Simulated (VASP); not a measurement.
H6C2O: relaxation of the atoms with PBE+D3(BJ)

The system is H6C2O.

```
C O H
1.0
     7.29363    0.00000    0.00000
     0.00000    7.29363    0.00000
     0.00000    0.00000    7.29363
C O H
8 4 24
Cartesian
  7.2970 0.5904 2.4087
  5.8788 0.9528 2.0303
  5.2725 4.8374 4.3811
  4.8542 5.1381 5.8026
  1.3876 4.0843 5.1033
  0.7349 2.7535 5.4014
  3.0530 4.6305 1.0652
  1.7445 5.3581 0.8545
  5.1326 1.0498 3.2426
  6.0424 5.4281 6.5374
  1.7500 1.7559 5.2998
  0.7042 4.3857 0.9446
  4.2190 1.2826 3.0087
  5.8649 1.9060 1.4829
  5.4553 0.1839 1.3686
  7.9236 0.5006 1.5172
  7.7185 1.3595 3.0589
  7.3094 -0.3606 2.9447
  5.7828 5.6228 7.4530
  4.1624 5.9922 5.8209
  4.3270 4.2747 6.2327
  4.4010 4.6057 3.7629
  5.7884 5.6991 3.9531
  5.9528 3.9836 4.3644
  1.3392 0.8966 5.4900
  0.2946 2.7650 6.4086
  -0.0775 2.5617 4.6861
  0.6570 4.8952 5.1655
  2.1885 4.2766 5.8200
  1.8169 4.0735 4.0996
  -0.1411 4.8448 0.8103
  1.6189 6.1398 1.6171
  1.7388 5.8497 -0.1288
  3.8949 5.3256 1.0075
  3.0598 4.1501 2.0456
  3.1795 3.8604 0.3018
```

```yaml
Program: VASP 6.6.1
Task: relaxation of the atoms
Functional: PBE
Dispersion: D3(BJ)
Potentials_or_basis: VASP PAW PBE potentials, release 64 (C, O, H)
Cutoff: 520 eV
k_mesh: 1 × 1 × 1
Occupations: fermi-dirac, width 0.05 eV
Spin: no spin polarisation
Dipole_correction: no
Further_INCAR_settings: LREAL = Auto; ALGO = Normal; EDIFF = 1e-06; IBRION = 2; EDIFFG = -0.3; NSW = 35
```

| Item | Value |
| --- | --- |
| Energy gained by relaxing | 11.6 meV/atom |
| Ionic steps | 16 |
| Pressure after relaxing | 0.3 GPa |
| Largest force after relaxing | 0.280 eV/Å |
| Band gap on the k mesh | 4.60 eV |
| Dispersion energy per atom | -0.037 eV |

Forces in eV/Å, atoms in the order of the input:
```
C    0.102 -0.056  0.078
C   -0.116  0.001 -0.125
C    0.026  0.027 -0.029
C   -0.151  0.078  0.099
C    0.003 -0.034 -0.038
C   -0.044 -0.112  0.029
C    0.057 -0.074  0.088
C   -0.034  0.102 -0.153
O    0.076  0.027  0.004
O   -0.140 -0.052 -0.063
O   -0.032  0.057  0.003
O   -0.186  0.107 -0.035
H    0.074  0.019 -0.061
H   -0.094  0.057  0.128
H   -0.019  0.036  0.132
H   -0.047 -0.001 -0.126
H   -0.094  0.098  0.005
H   -0.076  0.009 -0.053
H    0.246  0.058 -0.120
H    0.002 -0.123 -0.039
H   -0.028  0.056  0.053
H   -0.073  0.080  0.014
H    0.105  0.117 -0.006
H    0.211 -0.108 -0.033
H    0.018  0.010 -0.006
H    0.007 -0.063  0.004
H    0.093  0.054  0.104
H   -0.074  0.017 -0.009
H    0.109 -0.037 -0.034
H    0.006 -0.070 -0.115
H    0.082  0.014 -0.008
H   -0.040 -0.089  0.028
H    0.014 -0.020  0.032
H   -0.080 -0.119  0.049
H    0.087 -0.096  0.160
H    0.011  0.030  0.044
```

Stress tensor (GPa, compression positive):
```
 0.54 -0.40 -0.36
-0.40  0.00  0.09
-0.36  0.09  0.24
```

Step by step:
| step | energy change (eV) | largest force (eV/Å) | pressure (GPa) |
| --- | --- | --- | --- |
| 1 | 0.0000 | 0.8308 | 1.50 |
| 2 | 0.0125 | 1.2183 | 0.97 |
| 3 | -0.0385 | 0.6154 | 1.23 |
| 4 | -0.0819 | 0.7508 | 0.44 |
| 5 | -0.0819 | 0.7678 | 0.43 |
| 6 | -0.1131 | 0.5783 | 0.36 |
| 7 | -0.1616 | 0.5978 | 0.10 |
| 8 | -0.2067 | 0.3953 | 0.18 |
| 9 | -0.2372 | 0.6116 | 0.32 |
| 10 | -0.2686 | 0.4994 | 0.43 |
| 11 | -0.2973 | 1.0390 | 0.65 |
| 12 | -0.3354 | 0.6634 | 0.75 |
| 13 | -0.3618 | 0.5886 | 0.93 |
| 14 | -0.3936 | 0.3009 | 0.65 |
| 15 | -0.3990 | 0.3392 | 0.47 |
| 16 | -0.4173 | 0.2795 | 0.26 |

Final structure:
```
C O H
1.0
     7.29363    0.00000    0.00000
     0.00000    7.29363    0.00000
     0.00000    0.00000    7.29363
C O H
8 4 24
Cartesian
  7.2743 0.6194 2.3975
  5.8494 0.9734 2.0440
  5.2894 4.8689 4.3296
  4.8684 5.1504 5.7457
  1.4072 4.0567 5.0464
  0.7649 2.7347 5.3900
  3.0770 4.5989 1.1484
  1.7708 5.3269 0.9654
  5.0858 1.0613 3.2573
  5.9827 5.5155 6.6220
  1.7715 1.6948 5.3056
  0.6908 4.4159 1.1979
  4.1695 1.3304 3.0717
  5.8374 1.9192 1.4721
  5.4211 0.1994 1.3660
  0.5894 0.5585 1.4905
  0.4496 1.3736 3.0391
  0.0458 6.9462 2.9172
  5.5498 5.8973 0.1178
  4.1455 5.9858 5.7708
  4.3874 4.2466 6.1446
  4.3899 4.6481 3.7447
  5.7913 5.7179 3.8620
  5.9104 3.9777 4.2670
  1.3285 0.8524 5.5009
  0.3586 2.7845 6.4150
  7.2243 2.4991 4.7014
  0.6837 4.8687 5.1516
  2.2288 4.2594 5.7374
  1.7883 4.0659 4.0214
  7.2656 4.6291 0.5649
  1.7320 6.1736 1.6711
  1.6957 5.7548 7.2436
  3.9205 5.3044 1.0956
  3.0798 4.1380 2.1398
  3.2074 3.8000 0.4069
```

Levels at points of the mesh, in eV from the valence-band top:
| k point | band 38 | band 39 | band 40 | band 41 | band 42 | band 43 |
| --- | --- | --- | --- | --- | --- | --- |
| (0.00, 0.00, 0.00) | -0.35 | -0.23 | 0.00 | 4.60 | 5.61 | 5.94 |

It took 7.8 min on 1 thread of AMD EPYC 7R13 Processor (Zen 3), with other jobs on the host, peak memory 0.38 GiB.

Caveat: the k points lie up to 0.86 Å⁻¹ apart; the relaxation stopped at a loose force limit of 0.3 eV/Å, so its end isn't a converged minimum.
